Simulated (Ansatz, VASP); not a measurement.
# Two plane-wave programs on InO

File INCAR:

```
SYSTEM = InO
ALGO = Normal
EDIFF = 1E-6
ENCUT = 520
GGA = PE
ISIF = 2
ISMEAR = 0
LASPH = .True.
LCHARG = .True.
LELF = .True.
LREAL = .False.
LVHAR = .True.
LWAVE = .False.
NBANDS = 27
NELM = 60
PREC = Accurate
SIGMA = 0.03
```

The input KPOINTS:

```
k-points
0
Gamma
  12 12 4
  0 0 0
```

Contents of POSCAR:

```
InO
1.0
    3.1644093112      0.0000000000      0.0000000000
   -1.5822046556      2.7404588514      0.0000000000
    0.0000000000      0.0000000000     18.9118238907
In O
2 2
Direct
    0.6666666667      0.3333333333      0.5900210000
    0.6666666667      0.3333333333      0.4099790000
    0.0000000000      0.0000000000      0.6398670000
    0.0000000000      0.0000000000      0.3601330000
```

Input for Ansatz:

```yaml
crystal:
  lattice:
    - [3.1644093112, 0.0, 0.0]
    - [-1.5822046556, 2.7404588514, 0.0]
    - [0.0, 0.0, 18.9118238907]
  atoms:
    - { symbol: In, position: [0.6666666667, 0.3333333333, 0.590021] }
    - { symbol: In, position: [0.6666666667, 0.3333333333, 0.409979] }
    - { symbol: O, position: [0.0, 0.0, 0.639867] }
    - { symbol: O, position: [0.0, 0.0, 0.360133] }
basis:
  ecutwfc: 420
kpoints:
  mp_grid: { grid: [12, 12, 4] }
hamiltonian:
  xc: pbe
scf:
  occupations: { method: gaussian, width: 0.03 }
output:
  forces: true
  stress: true
  eigenvalues: true
  write_density: true
  write_potential: true
  elf: true
  volumetric_format: npy
```

Alike in both runs: task single point; functional PBE; k mesh 12 × 12 × 4; occupations gaussian, width 0.03 eV; no spin polarisation.

|  | VASP | Ansatz |
| --- | --- | --- |
| version | VASP 6.6.1 | Ansatz 0.2.0 |
| potentials or method | VASP PAW PBE potentials, release 64 (In_d, O), cutoff 520 eV | scalar-relativistic, plane waves, PAW |
| valence electrons in the cell | 38 | 38 |

|  | VASP | Ansatz | Ansatz less VASP |
| --- | --- | --- | --- |
| gap on the k mesh at the Fermi level (eV) | none | none | - |
| rms of the force components (eV/Å) | 0.612 | 0.578 | -0.0335 |

Atom by atom the forces differ by 0.036 eV/Å (rms over components). A gap of «none» marks a metal or a gap that the smearing closes. Ansatz's warnings: xc potential rough in thin density.
